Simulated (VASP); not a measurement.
# Ge (I4_1/amd) in VASP: a series of runs, part 2 of 2

VASP 6.6.1. The steps go on from the part before.

**4. Relaxation of shape and atoms at fixed volume, PBE (volume scaled by 0.88)**

File INCAR:

```
PREC = Accurate
ENCUT = 600
EDIFF = 1E-7
ISMEAR = 0
SIGMA = 0.1
LREAL = F
LASPH = T
NELM = 100
ALGO = Normal
ISIF = 4
LWAVE = F
LCHARG = F
GGA = PE
IBRION = 2
NSW = 50
EDIFFG = -0.01
```

File KPOINTS:

```
regular mesh
0
Gamma
  16 16 16
```

File POSCAR:

```
Ge
1.0
   -2.4986706403      2.4986706403      1.3595411685
    2.4986706403     -2.4986706403      1.3595411685
    2.4986706403      2.4986706403     -1.3595411685
Ge
2
Direct
    0.2500000000      0.7500000000      0.5000000000
    0.5000000000      0.5000000000      0.0000000000
```

Potentials or basis: VASP PAW PBE potentials, release 64 (Ge_d).

Started as:

```
> cat potpaw_PBE.64/Ge_d/POTCAR > POTCAR
> mpirun -np 1 vasp_std > vasp.out
```

OUTCAR:

```text
PREC = Accurate
   ENCUT = 600
   EDIFF = 1E-7
   ISMEAR = 0
   LREAL = F
   LASPH = T
   NELM = 100
   ISIF = 4
   GGA = PE
   IBRION = 2
   NSW = 50
   EDIFFG = -0.01

 ion  position               nearest neighbor table
   1  0.250  0.750  0.500-   2 2.59   2 2.59   2 2.59   2 2.59
   2  0.500  0.500  0.000-   1 2.59   1 2.59   1 2.59   1 2.59

  LATTYP: Found a body centered tetragonal cell.
 ALAT       =     4.9973412806
 C/A-ratio  =     0.5441057923

  Lattice vectors:
[... 742 lines left out ...]

  FORCE on cell =-STRESS in cart. coord.  units (eV):
  Direction    XX          YY          ZZ          XY          YZ          ZX
  --------------------------------------------------------------------------------------
  -------------------------------------------------------------------------------------
  Total        2.5193643      2.5193643      2.5002614      0.0000000      0.0000000      0.0000000
  in kB      118.8861252    118.8861252    117.9846809      0.0000000      0.0000000      0.0000000
  external PRESSURE =     118.5856437 kB  Pullay stress =       0.0000000 kB

 VOLUME and BASIS-vectors are now :
 -----------------------------------------------------------------------------
  energy-cutoff  :      600.00
  volume of cell :       33.95
      direct lattice vectors                 reciprocal lattice vectors
    -2.499857931  2.499857931  1.358250066     0.000000000  0.200011366  0.368120726
     2.499857931 -2.499857931  1.358250066     0.200011366  0.000000000  0.368120726
     2.499857931  2.499857931 -1.358250066     0.200011366  0.200011366  0.000000000

 POSITION                                       TOTAL-FORCE (eV/Angst)
 -----------------------------------------------------------------------------------
      2.49986      0.00000      0.67913        -0.000000     -0.000000     -0.000000
      2.49986      2.49986      0.00000         0.000000      0.000000      0.000000
 -----------------------------------------------------------------------------------
    total drift:                                0.000000     -0.000000      0.000000

  FREE ENERGIE OF THE ION-ELECTRON SYSTEM (eV)
  ---------------------------------------------------
  free  energy   TOTEN  =        -8.4254680976 eV

  energy  without entropy=       -8.4219527908  energy(sigma->0) =       -8.42371044

 reached required accuracy - stopping structural energy minimisation
```

OSZICAR:

```text
N       E                     dE             d eps       ncg     rms          rms(c)
DAV:   1     0.157390454083E+03    0.15739E+03   -0.16107E+04 13216   0.500E+03
DAV:   2     0.969687459885E+01   -0.14769E+03   -0.14516E+03 12590   0.552E+02
DAV:   3    -0.798074784530E+01   -0.17678E+02   -0.17426E+02 14072   0.139E+02
DAV:   4    -0.844473132681E+01   -0.46398E+00   -0.46143E+00 14994   0.257E+01
DAV:   5    -0.845108001641E+01   -0.63487E-02   -0.63459E-02 14260   0.295E+00    0.247E+00
DAV:   6    -0.843432314233E+01    0.16757E-01   -0.18790E-02 16510   0.278E+00    0.141E+00
DAV:   7    -0.842562779444E+01    0.86953E-02   -0.15815E-02 16582   0.218E+00    0.113E-01
DAV:   8    -0.842542992892E+01    0.19787E-03   -0.23905E-03 15856   0.103E+00    0.399E-02
DAV:   9    -0.842543058263E+01   -0.65371E-06   -0.10274E-04 15856   0.187E-01    0.157E-02
DAV:  10    -0.842542960258E+01    0.98005E-06   -0.50053E-06 14864   0.257E-02    0.163E-03
DAV:  11    -0.842542932025E+01    0.28233E-06   -0.22454E-07 11352   0.872E-03    0.460E-04
DAV:  12    -0.842542926264E+01    0.57610E-07   -0.52510E-08  6854   0.448E-03
   1 F= -.84254293E+01 E0= -.84236532E+01  d E =-.842543E+01
       N       E                     dE             d eps       ncg     rms          rms(c)
DAV:   1    -0.842585182769E+01   -0.42251E-03   -0.67907E-03 15976   0.843E-01    0.114E-01
DAV:   2    -0.842559522634E+01    0.25660E-03   -0.36686E-04 15520   0.399E-01    0.697E-02
DAV:   3    -0.842546543302E+01    0.12979E-03   -0.24673E-04 19548   0.302E-01    0.776E-03
DAV:   4    -0.842546812328E+01   -0.26903E-05   -0.38384E-05 13170   0.752E-02    0.503E-03
DAV:   5    -0.842546809763E+01    0.25646E-07   -0.63988E-07 14942   0.200E-02
   2 F= -.84254681E+01 E0= -.84237104E+01  d E =-.388350E-04
```

CONTCAR:

```text
Ge
   1.00000000000000
    -2.4998579305172526    2.4998579305172526    1.3582500658415682
     2.4998579305172526   -2.4998579305172526    1.3582500658415682
     2.4998579305172526    2.4998579305172526   -1.3582500658415682
  Ge
     2
Direct
     0.2500000000000000    0.7500000000000000    0.5000000000000000
     0.5000000000000000    0.5000000000000000    1.0000000000000000

  0.00000000E+00  0.00000000E+00  0.00000000E+00
  0.00000000E+00  0.00000000E+00  0.00000000E+00
```

It took 9.4 min on 1 thread of Intel Xeon 8259CL, shared host; peak memory 0.34 GiB.

Results:

| Item | Value |
| --- | --- |
| Free energy | -8.4255 eV |
| Energy gained by relaxing | 0.0 meV/atom |
| Ionic steps | 2 |
| Pressure after relaxing | 11.9 GPa |
| Band gap on the k mesh | zero (band 14 reaches 9.98 eV, above the bottom of band 15 at 4.10 eV) |

Stress tensor (GPa, compression positive):
```
11.89  0.00  0.00
 0.00 11.89  0.00
 0.00  0.00 11.80
```

Final structure:
```yaml
crystal:
  lattice:
    - [-2.49986, 2.49986, 1.35825]
    - [2.49986, -2.49986, 1.35825]
    - [2.49986, 2.49986, -1.35825]
  atoms:
    - { symbol: Ge, position: [0.25000, 0.75000, 0.50000] }
    - { symbol: Ge, position: [0.50000, 0.50000, 0.00000] }
```

**5. Relaxation of shape and atoms at fixed volume, PBE (volume scaled by 0.91)**

File INCAR:

```
SYSTEM = Ge
ALGO = Normal ; EDIFF = 1E-6
EDIFFG = -0.01 ; ENCUT = 600
GGA = PE ; IBRION = 2
ISIF = 4 ; ISMEAR = 0
LASPH = .TRUE. ; LCHARG = .FALSE.
LREAL = .FALSE. ; LWAVE = .FALSE.
NELM = 80 ; NSW = 50
PREC = Accurate ; SIGMA = 0.1
```

File KPOINTS:

```
k-points
0
G
  16 16 16
  0 0 0
```

File POSCAR:

```
Ge
1.0
   -2.5252671303      2.5252671303      1.3764310442
    2.5252671303     -2.5252671303      1.3764310442
    2.5252671303      2.5252671303     -1.3764310442
Ge
2
Direct
    0.2500000000      0.7500000000      0.5000000000
    0.5000000000      0.5000000000      0.0000000000
```

Started as:

```
> cat potpaw_PBE.64/Ge_d/POTCAR > POTCAR
> mpirun -np 1 vasp_std > vasp.out
```

Wall time 6.4 min (1 thread of Intel Xeon 8259CL, shared host); peak memory 0.35 GiB.

The run converged. Its results:

| Quantity | Value |
| --- | --- |
| Free energy | -8.4975 eV |
| Energy gained by relaxing | 0.0 meV/atom |
| Ionic steps | 2 |
| Pressure after relaxing | 8.1 GPa |
| Band gap on the k mesh | zero (band 14 reaches 9.52 eV, above the bottom of band 15 at 3.85 eV) |

Stress tensor (GPa, compression positive):
```
8.17 0.00 0.00
0.00 8.17 0.00
0.00 0.00 8.04
```

Final structure:
```yaml
crystal:
  lattice:
    - [-2.52651, 2.52651, 1.37507]
    - [2.52651, -2.52651, 1.37507]
    - [2.52651, 2.52651, -1.37507]
  atoms:
    - { symbol: Ge, position: [0.25000, 0.75000, 0.50000] }
    - { symbol: Ge, position: [0.50000, 0.50000, 0.00000] }
```

Levels at points of the mesh, in eV from the Fermi level:
```csv
k point,band 10,band 11,band 12,band 13,band 14,band 15,band 16,band 17,band 18
"(0.00, 0.00, 0.00)",-24.47,-13.80,-3.86,-2.51,-2.51,3.16,7.98,7.98,8.53
"(0.50, 0.00, 0.00)",-24.52,-8.22,-6.65,-2.57,-2.15,-1.49,2.39,3.75,5.80
"(0.50, 0.50, 0.00)",-24.56,-10.92,-10.92,0.59,0.59,2.07,2.07,7.82,7.82
"(0.50, 0.50, 0.50)",-24.61,-9.05,-9.05,-6.29,-6.29,6.33,6.33,11.70,11.70
```

**6. Single point, PBE (strained)**

File INCAR:

```
SYSTEM = Ge
  PREC = Accurate
  ENCUT = 520
  EDIFF = 1E-6
  ISMEAR = 0
  SIGMA = 0.1
  LREAL = .False.
  LASPH = .True.
  NELM = 100
  ALGO = Fast
  ISIF = 2
  LWAVE = .False.
  LCHARG = .False.
  GGA = PE
  NBANDS = 21
```

File KPOINTS:

```
Automatic mesh
0
Gamma
  16 16 16
  0 0 0
```

File POSCAR:

```
Ge
1.0
   -2.5343534243      2.5343534243      1.2917822215
    2.5343534243     -2.5343534243      1.2917822215
    2.5343534243      2.5343534243     -1.2917822215
Ge
2
Direct
    0.2500000000      0.7500000000      0.5000000000
    0.5000000000      0.5000000000      0.0000000000
```

Potentials or basis: VASP PAW PBE potentials, release 64 (Ge_d).

Started as:

```
> cat potpaw_PBE.64/Ge_d/POTCAR > POTCAR
> mpirun -np 1 vasp_std > vasp.out
```

It took 2.6 min on 1 thread of Intel Xeon Platinum 8375C at 2.90GHz (Ice Lake), shared host; peak memory 0.3 GiB.

Results (log left out):

| Item | Value |
| --- | --- |
| Free energy | -8.3131 eV |
| Pressure | 15.2 GPa |
| Band gap on the k mesh | zero (band 14 reaches 9.88 eV, above the bottom of band 15 at 4.49 eV) |

Stress tensor (GPa, compression positive):
```
11.35  0.00  0.00
 0.00 11.35  0.00
 0.00  0.00 22.90
```

Levels at points of the mesh, in eV from the Fermi level:
```tsv
k point	band 12	band 13	band 14	band 15	band 16	band 17
(0.00, 0.00, 0.00)	-4.51	-2.97	-2.97	2.79	7.66	7.66
(0.50, 0.00, 0.00)	-6.62	-2.51	-2.42	-1.15	2.51	3.95
(0.50, 0.50, 0.00)	-11.43	0.17	0.17	1.54	1.54	9.76
(0.50, 0.50, 0.50)	-9.60	-6.72	-6.72	8.34	8.34	11.34
```

Caveat: the cell differs from its parent crystal (strained).

**7. Summary**

```tsv
task	cell	cutoff (eV)	gap on the mesh (eV)	pressure (GPa)
relaxation of shape and atoms at fixed volume	relaxed from a = 4.025 Å, angles 97.5, 97.5, 137.7°, 2 atoms	600	none	-3.4
single point	a = 4.071 Å, angles 97.5, 97.5, 137.5°, 2 atoms	520	none	-5.2
relaxation of shape and atoms at fixed volume	relaxed from a = 3.786 Å, angles 97.4, 97.4, 137.9°, 2 atoms	600	none	11.9
relaxation of shape and atoms at fixed volume	relaxed from a = 3.827 Å, angles 97.4, 97.4, 137.8°, 2 atoms	600	none	8.1
single point	a = 3.810 Å, angles 96.6, 96.6, 140.4°, 2 atoms	520	none	15.2
```

Alike in all rows: level PBE; potentials or basis VASP PAW PBE potentials, release 64 (Ge_d); no spin polarisation; k mesh 16 × 16 × 16; smearing gaussian 0.1 eV.

Total energies depend on the potentials used, so only differences within one code and one set of settings carry meaning.
